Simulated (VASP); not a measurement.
Runs of VASP 6.6.1 on CaSe. The structure is that of space group F-43m (No. 216), or close to it. The cells are those of the table. 

```csv
cell,gap on the mesh (eV),pressure (GPa)
"a = 4.773 Å, angles 60.0°, 2 atoms",(b),-3.0
"a = 4.728 Å, angles 60.0°, 2 atoms",2.89,-2.4
"a = 4.682 Å, angles 60.0°, 2 atoms",2.97,(c)
"a = 4.636 Å, angles 60.0°, 2 atoms",3.06,-0.7
"a = 4.588 Å, angles 60.0°, 2 atoms",3.15,(a)
```

Alike in all rows: task single point; level PBEsol; potentials or basis VASP PAW PBE potentials, release 64 (Ca_sv, Se); no spin polarisation; k mesh 6 × 6 × 6; cutoff (eV) 500; smearing gaussian 0.01 eV.

Q: Estimate the missing entries.

A: (a) 0.4; (b) 2.81; (c) -1.6.

Caveats: the PAW data sets were made with another functional, which shifts forces and pressure a little; the cell stands under tension (at least some runs).

A k mesh can miss the band edges, and the runs leave out spin-orbit coupling on Se.
